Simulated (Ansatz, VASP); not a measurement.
## Hg in VASP and in Ansatz

Contents of INCAR:

```
  ALGO = Normal
  EDIFF = 1E-6
  ENCUT = 500
  GGA_COMPAT = False
  ISIF = 2
  ISMEAR = -1
  LASPH = True
  LCHARG = True
  LELF = True
  LREAL = False
  LVHAR = True
  LWAVE = False
  NBANDS = 16
  NELM = 120
  PREC = Accurate
  SIGMA = 0.1
```

The input KPOINTS:

```
k-points
0
Gamma
  17 17 17
```

Contents of POSCAR:

```
Hg
1.0
    1.7463233735      1.0082402698      2.1478810803
   -1.7463233735      1.0082402698      2.1478810803
    0.0000000000     -2.0164805396      2.1478810803
Hg
1
Direct
    0.0000000000      1.0000000000      0.0000000000
```

Input for Ansatz:

```yaml
crystal:
  lattice:
    - [1.7463233735, 1.0082402698, 2.1478810803]
    - [-1.7463233735, 1.0082402698, 2.1478810803]
    - [0.0, -2.0164805396, 2.1478810803]
  atoms:
    - { symbol: Hg, position: [0.0, 1.0, 0.0] }
hamiltonian:
  xc: lda
  pseudopotentials:
    kind: paw
    azcp:
      Hg: "pseudopotentials/Hg.paw.azcp"
basis:
  ecutwfc: 420
  fft_grid_basis: typed
kpoints:
  mp_grid: { grid: [17, 17, 17], shift: [0, 0, 0] }
magnetization:
  spin_polarized: false
scf:
  occupations: { method: fermi_dirac, width: 0.1 }
  lower_state_search: "off"
output:
  stress: true
  write_density: true
  write_potential: true
  elf: true
  volumetric_format: npy
```

Alike in both runs: task single point; functional LDA; k mesh 17 × 17 × 17; occupations fermi-dirac, width 0.1 eV; no spin polarisation.

|  | VASP | Ansatz |
| --- | --- | --- |
| version | VASP 6.6.1 | Ansatz 0.2.0 |
| potentials or method | VASP PAW LDA potentials, release 64 (Hg_sv_GW), cutoff 500 eV | plane waves (420 eV) with PAW, scalar-relativistic |
| valence electrons in the cell | 20 | 20 |

Ansatz gave:

| Item | Value |
| --- | --- |
| pressure (GPa) | 0.0 |
| traceless stress, the component that is largest in VASP (GPa) | -0.10 |

Question: Which values does VASP return?

Answer: Pressure (GPa): -1.2; traceless stress, the component that is largest in VASP (GPa): 0.05.

Ansatz warns that its potentials were made for another functional, while VASP's fit it. LDA's correlation is that of Perdew and Zunger in VASP and of Perdew and Wang (1992) in Ansatz.

Spin-orbit coupling is off throughout.
